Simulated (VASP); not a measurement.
InSb3: single point with LDA

InSb3:

```
In Sb
1.0
     0.00000    3.71866    3.95102
     3.71866    0.00000    3.95102
     3.71866    3.71866    0.00000
In Sb
1 3
Direct
  0.00000 0.00000 0.00000
  0.25000 0.25000 0.25000
  0.75000 0.75000 0.75000
  0.50000 0.50000 0.50000
```

```yaml
Program: VASP 6.6.1
Task: single point
Functional: LDA
Potentials_or_basis: VASP PAW LDA potentials, release 64 (In_d, Sb)
Cutoff: 500 eV
k_mesh: 4 × 4 × 4
Occupations: fermi-dirac, width 0.02 eV
Spin: no spin polarisation
```

```yaml
Pressure: -5.2 GPa
Band_gap_on_the_k_mesh: zero (bands 14 and 15 overlap by 3.65 eV)
```

Stress tensor (GPa, compression positive):
```
-5.05  0.00  0.00
 0.00 -5.05  0.00
 0.00  0.00 -5.40
```

Levels at points of the mesh, in eV from the Fermi level:
```csv
k point,band 10,band 11,band 12,band 13,band 14,band 15,band 16,band 17,band 18,band 19
"(0.00, 0.00, 0.00)",-2.67,-2.67,-2.60,-2.40,-2.40,-2.27,-1.03,-0.56,-0.56,3.31
"(0.50, 0.00, 0.00)",-3.55,-3.36,-2.75,-2.57,-0.38,-0.23,1.58,2.08,2.73,3.21
"(0.50, 0.50, 0.00)",-5.02,-5.02,0.40,0.92,0.92,1.20,1.47,1.72,1.72,3.68
"(0.50, 0.00, 0.50)",-5.22,-5.12,0.02,0.31,0.79,1.18,1.21,1.80,2.12,4.12
```

Run time: 42 s on 1 thread of Intel Xeon 8259CL, with other jobs on the host, peak memory 0.21 GiB.

Caveat: the cell stands under tension; spin-orbit coupling is left out, which moves the levels of the heavy elements.
